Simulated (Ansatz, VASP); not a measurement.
**MoSe: VASP beside Ansatz**

File INCAR:

```
ALGO = Normal
EDIFF = 1E-6
ENCUT = 500
GGA = PS
GGA_COMPAT = False
ISIF = 2
ISMEAR = 0
ISPIN = 2
LASPH = True
LCHARG = False
LMAXMIX = 4
LORBIT = 11
LREAL = False
LWAVE = False
MAGMOM = 0.3 0
NBANDS = 21
NELM = 200
PREC = Accurate
SIGMA = 0.05
```

KPOINTS

```
k-points
0
Gamma
  10 10 10
```

POSCAR

```
MoSe
1.0
    0.0000000000      2.6092507554      2.6092507554
    2.6092507554      0.0000000000      2.6092507554
    2.6092507554      2.6092507554      0.0000000000
Mo Se
1 1
Direct
    0.5000000000      0.5000000000      0.5000000000
    0.0000000000      0.0000000000      0.0000000000
```

Input for Ansatz:

```yaml
crystal:
  lattice:
    - [0.0, 2.6092507554, 2.6092507554]
    - [2.6092507554, 0.0, 2.6092507554]
    - [2.6092507554, 2.6092507554, 0.0]
  atoms:
    - { symbol: Mo, position: [0.5, 0.5, 0.5], spin: 0.3 }
    - { symbol: Se, position: [0.0, 0.0, 0.0] }
basis:
  ecutwfc: 420
  ecutrho_ratio: 4
kpoints:
  mp_grid: { grid: [10, 10, 10] }
hamiltonian:
  xc: pbesol
scf:
  occupations: { method: gaussian, width: 0.05 }
output:
  forces: true
  stress: true
  eigenvalues: true
  populations: true
magnetization:
  spin_polarized: true
```

Alike in both runs: task single point; functional PBEsol; k mesh 10 × 10 × 10; occupations gaussian, width 0.05 eV; collinear spin.

|  | VASP | Ansatz |
| --- | --- | --- |
| version | VASP 6.6.1 | Ansatz 0.2.0 |
| potentials or method | VASP PAW PBE potentials, release 64 (Mo_sv, Se), cutoff 500 eV | scalar-relativistic, plane waves, PAW |
| valence electrons in the cell | 20 | 30 |

```csv
,VASP,Ansatz,Ansatz less VASP
pressure (GPa),-5.2,-5.5,-0.33
net moment per atom (μB),0.20,0.20,+0.003
size of the moment on the site where the two differ most (μB),0.35,0.31,-0.042
```

VASP's potentials were made for PBE, not for PBEsol. Site moments also hang on the region over which each program counts them. VASP's potentials hold 20 valence electrons a cell and Ansatz's 30, so a difference there can come from the potentials and not from the codes.
